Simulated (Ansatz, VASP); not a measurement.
# HfIn4SiO6 in VASP and in Ansatz

Contents of INCAR:

```
  PREC = Accurate
  ENCUT = 520
  EDIFF = 1E-7
  ISMEAR = -1
  SIGMA = 0.05
  LREAL = F
  LASPH = T
  NELM = 100
  ALGO = Normal
  ISIF = 2
  LWAVE = F
  LCHARG = F
  GGA = PE
  NBANDS = 63
```

KPOINTS

```
regular mesh
0
Gamma
  4 4 3
```

File POSCAR:

```
HfIn4SiO6
1.0
    3.2302300000     -5.5776800000     -0.0247000000
    3.2302300000      5.5776800000     -0.0247000000
   -1.4906800000      0.0000000000      6.3203000000
Hf In Si O
1 4 1 6
Direct
    0.1017800000      0.1017800000      0.0091200000
    0.7922200000      0.4820400000      0.0081800000
    0.4820400000      0.7922200000      0.0081800000
    0.5447200000      0.2198300000      0.4839800000
    0.2198300000      0.5447200000      0.4839800000
    0.8543300000      0.8543300000      0.4452300000
    0.8350000000      0.5882200000      0.3810400000
    0.5882200000      0.8350000000      0.3810400000
    0.0289900000      0.0289900000      0.2950000000
    0.9792000000      0.9792000000      0.6955500000
    0.4285200000      0.1451400000      0.0743500000
    0.1451400000      0.4285200000      0.0743500000
```

input.yaml

```yaml
crystal:
  lattice:
    - [3.23023, -5.57768, -0.0247]
    - [3.23023, 5.57768, -0.0247]
    - [-1.49068, 0.0, 6.3203]
  atoms:
    - { symbol: Hf, position: [0.10178, 0.10178, 0.00912] }
    - { symbol: In, position: [0.79222, 0.48204, 0.00818] }
    - { symbol: In, position: [0.48204, 0.79222, 0.00818] }
    - { symbol: In, position: [0.54472, 0.21983, 0.48398] }
    - { symbol: In, position: [0.21983, 0.54472, 0.48398] }
    - { symbol: Si, position: [0.85433, 0.85433, 0.44523] }
    - { symbol: O, position: [0.835, 0.58822, 0.38104] }
    - { symbol: O, position: [0.58822, 0.835, 0.38104] }
    - { symbol: O, position: [0.02899, 0.02899, 0.295] }
    - { symbol: O, position: [0.9792, 0.9792, 0.69555] }
    - { symbol: O, position: [0.42852, 0.14514, 0.07435] }
    - { symbol: O, position: [0.14514, 0.42852, 0.07435] }
kpoints:
  mp_grid: { grid: [4, 4, 3] }
scf:
  occupations: { method: fermi_dirac, width: 0.05 }
hamiltonian:
  xc: pbe
  pseudopotentials: { kind: all_electron, lapw: { basis_error: 0.002 } }
output:
  forces: true
  stress: true
  eigenvalues: true
```

Alike in both runs: task single point; functional PBE; k mesh 4 × 4 × 3; occupations fermi-dirac, width 0.05 eV; no spin polarisation.

|  | VASP | Ansatz |
| --- | --- | --- |
| version | VASP 6.6.1 | Ansatz 0.2.0 |
| potentials or method | VASP PAW PBE potentials, release 64 (Hf_pv, In_d, Si, O), cutoff 520 eV | all-electron LAPW, scalar-relativistic |

Ansatz gave:

```
gap on the k mesh at the Fermi level (eV)                     : 0.56
least direct gap on the mesh (eV)                             : 0.83
pressure (GPa)                                                : 0.0
traceless stress, the component that is largest in VASP (GPa) : 0.02
rms of the force components (eV/Å)                            : 0.003
```

**Question.** Estimate VASP's values.

**Answer.** gap on the k mesh at the Fermi level (eV): 0.55; least direct gap on the mesh (eV): 0.81; pressure (GPa): -0.3; traceless stress, the component that is largest in VASP (GPa): -0.11; rms of the force components (eV/Å): 0.052.

Atom by atom the forces differ by 0.053 eV/Å (rms over components). Ansatz ran all-electron here, and VASP with PAW potentials.

Spin-orbit coupling is off throughout.
